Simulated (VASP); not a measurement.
In:

```
In
1.0
    -1.86343    1.86343    1.86343
     1.86343   -1.86343    1.86343
     1.86343    1.86343   -1.86343
In
1
Cartesian
  0.0000 0.0000 0.0000
```

Base run:

- Program: VASP 6.6.1
- Functional: PBEsol
- Potentials or basis: VASP PAW PBE potentials, release 64 (In_d)
- Cutoff: 520 eV
- k mesh: 8 × 8 × 8
- Occupations: gaussian, width 0.15 eV
- Spin: no spin polarisation

Its results: pressure 0.0 GPa.

Question: The run is repeated on the same cell with these changes: functional from PBEsol to r2SCAN; k mesh from 8 × 8 × 8 to 11 × 11 × 11. What comes out?

Answer: Pressure 1.3 GPa.

Several settings changed at once, so the effect can't be laid on one alone.

Caveats: the PAW data sets were made with another functional, which shifts forces and pressure a little.
